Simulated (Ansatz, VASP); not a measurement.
Ru: VASP beside Ansatz

The input INCAR:

```
  ALGO = Fast
  EDIFF = 1E-6
  ENCUT = 520
  GGA = CA
  ISIF = 2
  ISMEAR = 0
  LASPH = True
  LCHARG = True
  LELF = True
  LREAL = False
  LVHAR = True
  LWAVE = False
  NBANDS = 21
  NELM = 60
  PREC = Accurate
  SIGMA = 0.15
```

The input KPOINTS:

```
k-points
0
Gamma
  21 21 12
```

The input POSCAR:

```
Ru
1.0
    2.7869733142      0.0000000000      0.0000000000
   -1.3934866571      2.4135896898      0.0000000000
    0.0000000000      0.0000000000      4.4103570000
Ru
2
Direct
    0.3333333333      0.6666666667      0.2500000000
    0.6666666667      0.3333333333      0.7500000000
```

Input for Ansatz:

```yaml
crystal:
  lattice:
    - [2.7869733142, 0.0, 0.0]
    - [-1.3934866571, 2.4135896898, 0.0]
    - [0.0, 0.0, 4.410357]
  atoms:
    - { symbol: Ru, position: [0.3333333333, 0.6666666667, 0.25] }
    - { symbol: Ru, position: [0.6666666667, 0.3333333333, 0.75] }
basis:
  ecutwfc: 420
kpoints:
  mp_grid: { grid: [21, 21, 12] }
hamiltonian:
  xc: lda
scf:
  occupations: { method: gaussian, width: 0.15 }
output:
  forces: true
  stress: true
  eigenvalues: true
```

Change from the starting cell: strain +0.030 along x and y, +0.030 along z, atoms carried along.

Alike in both runs: task single point; functional LDA; k mesh 21 × 21 × 12; occupations gaussian, width 0.15 eV; no spin polarisation.

```csv
,VASP,Ansatz
version,VASP 6.6.1,Ansatz 0.2.0
potentials or method,"VASP PAW LDA potentials, release 64 (Ru_pv), cutoff 520 eV","scalar-relativistic, plane waves, PAW"
valence electrons in the cell,28,32
```

Ansatz gave:

* gap on the k mesh at the Fermi level (eV): none
* pressure (GPa): -33.9
* traceless stress, the component that is largest in VASP (GPa): -2.03

Task: Which values does VASP return?

Result: gap on the k mesh at the Fermi level (eV): none; pressure (GPa): -33.4; traceless stress, the component that is largest in VASP (GPa): -1.99.

LDA's correlation is that of Perdew and Zunger in VASP and of Perdew and Wang (1992) in Ansatz. A gap of «none» marks a metal or a gap that the smearing closes. Both programs put the cell under strong tension, so it lies far from rest at this level. VASP's potentials hold 28 valence electrons a cell and Ansatz's 32, so a difference there can come from the potentials and not from the codes.

Noted on VASP's run: the cell as given lies far from equilibrium.
